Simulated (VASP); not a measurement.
Write the native input for VASP 6.6.1 that does the following.

| Item | Value |
| --- | --- |
| Task | single point |
| Functional | PBE |
| Potentials or basis | VASP PAW PBE potentials, release 64 (Hf_pv, N) |
| Cutoff | 520 eV |
| k mesh | 10 × 10 × 6 |
| Occupations | fermi-dirac, width 0.05 eV |
| Spin | no spin polarisation |
| Dipole correction | no |
| k mesh for the DOS | 15 × 15 × 9 |
| Occupations for the DOS | tetrahedron |
| Further INCAR settings | ALGO = Normal; EDIFF = 1e-06; NBANDS = 23 |

HfN (NiAs type):

```
Hf N
1.0
     2.47367    0.00000    0.00000
    -1.23684    2.14226    0.00000
     0.00000    0.00000    5.08111
Hf N
2 2
Direct
  0.00000 0.00000 0.00000
  0.00000 0.00000 0.50000
  0.33333 0.66667 0.25000
  0.66667 0.33333 0.75000
```

The input as run:

POSCAR

```
HfN
1.0
    2.4736708222      0.0000000000      0.0000000000
   -1.2368354111      2.1422617726      0.0000000000
    0.0000000000      0.0000000000      5.0811088940
Hf N
2 2
Direct
    0.0000000000      0.0000000000      0.0000000000
    0.0000000000      0.0000000000      0.5000000000
    0.3333333333      0.6666666667      0.2500000000
    0.6666666667      0.3333333333      0.7500000000
```

INCAR.step1

```
SYSTEM = HfN
PREC = Accurate
ENCUT = 520
EDIFF = 1E-6
ISMEAR = -1
SIGMA = 0.05
LREAL = .False.
LASPH = .True.
NELM = 80
ALGO = Normal
ISIF = 2
LWAVE = .False.
LCHARG = .True.
LMAXMIX = 4
GGA = PE
NBANDS = 23
```

KPOINTS.step1

```
Automatic mesh
0
Gamma
  10 10 6
  0 0 0
```

INCAR.step2

```
SYSTEM = HfN
PREC = Accurate
ENCUT = 520
EDIFF = 1E-6
ISMEAR = -5
SIGMA = 0.05
LREAL = .False.
LASPH = .True.
NELM = 80
ALGO = Normal
ISIF = 2
LWAVE = .False.
LCHARG = .False.
LMAXMIX = 4
GGA = PE
LORBIT = 11
NBANDS = 23
NEDOS = 2001
ICHARG = 11
```

KPOINTS.step2

```
Automatic mesh
0
Gamma
  15 15 9
  0 0 0
```

Potentials or basis: VASP PAW PBE potentials, release 64 (Hf_pv, N).

Command:

```console
$ cat potpaw_PBE.64/Hf_pv/POTCAR potpaw_PBE.64/N/POTCAR > POTCAR
$ cp INCAR.step1 INCAR
$ cp KPOINTS.step1 KPOINTS
$ mpirun -np 1 vasp_std > vasp.out
$ cp INCAR.step2 INCAR
$ cp KPOINTS.step2 KPOINTS
$ mpirun -np 1 vasp_std > vasp.out
```

It took 2.2 min on 1 thread of Intel Xeon 8259CL (shared host), peak memory 0.19 GiB.
